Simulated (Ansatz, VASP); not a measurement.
## One calculation of Rh, two programs

```
Rh
1.0
     2.39423    0.00000    0.00000
     0.00000    2.39423    0.00000
     0.00000    0.00000    2.39423
Rh
1
Cartesian
  0.0000 0.0000 0.0000
```

Change from the starting cell: volume scaled by 0.9, PAW files, source ansatz.

Alike in both runs: task single point; functional LDA; k mesh 17 × 17 × 17; occupations fermi-dirac, width 0.08 eV; no spin polarisation.

|  | VASP | Ansatz |
| --- | --- | --- |
| version | VASP 6.6.1 | Ansatz 0.2.0 |
| potentials or method | VASP PAW LDA potentials, release 64 (Rh_pv) | PAW with other files of Ansatz's library (source ansatz), scalar-relativistic |
| plane-wave cutoff (eV) | 520 | 540 |
| valence electrons in the cell | 15 | 17 |

|  | VASP | Ansatz | Ansatz less VASP |
| --- | --- | --- | --- |
| pressure (GPa) | 32.7 | 31.6 | -1.11 |

LDA's correlation is that of Perdew and Zunger in VASP and of Perdew and Wang (1992) in Ansatz. Both programs put the cell under a high pressure, so it lies far from rest at this level. VASP's potentials hold 15 valence electrons a cell and Ansatz's 17, so a difference there can come from the potentials and not from the codes.
